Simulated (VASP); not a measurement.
Runs of VASP 6.6.1 on C. The structure is that of space group P6_3/mmc (No. 194), or close to it. The cells are those of the table. 

```tsv
cell	gap on the mesh (eV)	pressure (GPa)
a = 2.121, b = 2.121, c = 3.254 Å, angles 90.0, 90.0, 120.0°, 2 atoms	none	(a)
a = 2.444, b = 2.444, c = 2.272 Å, angles 90.0, 90.0, 120.0°, 2 atoms	none	10.7
a = 2.458, b = 2.458, c = 2.283 Å, angles 90.0, 90.0, 120.0°, 2 atoms	none	5.7
a = 2.475, b = 2.475, c = 2.293 Å, angles 90.0, 90.0, 120.0°, 2 atoms	none	0.6
```

Alike in all rows: task single point; level r2SCAN; potentials or basis VASP PAW PBE potentials, release 64 (C); no spin polarisation; k mesh 12 × 12 × 7; cutoff (eV) 520; smearing fermi-dirac 0.05 eV.

**Question.** Estimate the missing entries.

**Answer.** (a) 20.3.

Caveats: some runs use coarse meshes; the PAW data sets were made with another functional, which shifts forces and pressure a little.

A gap of «none» marks levels without a gap at the run's occupations.
